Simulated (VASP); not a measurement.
Set up this calculation in VASP 6.6.1, as the native input.

```yaml
Task: electric field gradients
Functional: LDA
Potentials_or_basis: VASP PAW LDA potentials, release 64 (Hg, Te)
Cutoff: 520 eV
k_mesh: 10 × 10 × 10
Occupations: fermi-dirac, width 0.08 eV
Spin: no spin polarisation
Dipole_correction: no
Further_INCAR_settings: ALGO = Normal; EDIFF = 1e-08; NBANDS = 16
```

The structure of HgTe lies in POSCAR:

```
HgTe
1.0
    0.0584300000      2.9507150000      2.9507150000
    2.9507150000      0.0584300000      2.9507150000
    2.9507150000      2.9507150000      0.0584300000
Hg Te
1 1
Direct
    0.0000000000      0.0000000000      0.0000000000
    0.5000000000      0.5000000000      0.5000000000
```

This cell differs from its parent crystal: equal xy, yz and zx shear strains of +2 %.

One way to write it, as run:

INCAR

```
PREC     = Accurate       # precision mode
ENCUT    = 520            # plane-wave cutoff, eV
EDIFF    = 1E-8           # SCF threshold, eV
ISMEAR   = -1             # smearing method
SIGMA    = 0.08           # smearing width, eV
LREAL    = F              # projectors in reciprocal space
LASPH    = T              # aspherical terms in the spheres
NELM     = 60             # most SCF steps
ALGO     = Normal         # electronic algorithm
ISIF     = 2              # what is computed and relaxed
LWAVE    = F              # write WAVECAR
LCHARG   = F              # write CHGCAR
LEFG     = T            
NBANDS   = 16             # bands
```

KPOINTS

```
regular mesh
0
Gamma
  10 10 10
```

Potentials or basis: VASP PAW LDA potentials, release 64 (Hg, Te).

Run with:

```sh
$ cat potpaw_LDA.64/Hg/POTCAR potpaw_LDA.64/Te/POTCAR > POTCAR
$ mpirun -np 1 vasp_std > vasp.out
```

Results of the run:

```
Pressure               : 4.4 GPa
Band gap on the k mesh : zero (band 9 reaches 6.30 eV, above the bottom of band 10 at 3.09 eV)
```

Caveat: the cell differs from its parent crystal (equal xy, yz and zx shear strains of +2 %); without QUAD_EFG the Cq values of the log hold for a quadrupole moment of 1 mb, not for the nuclei; spin-orbit coupling is left out, which moves the levels of the heavy elements.

Run time: 24 s on 1 thread of Intel(R) Xeon(R) 6975P-C (Granite Rapids) (shared host), peak memory 0.22 GiB.
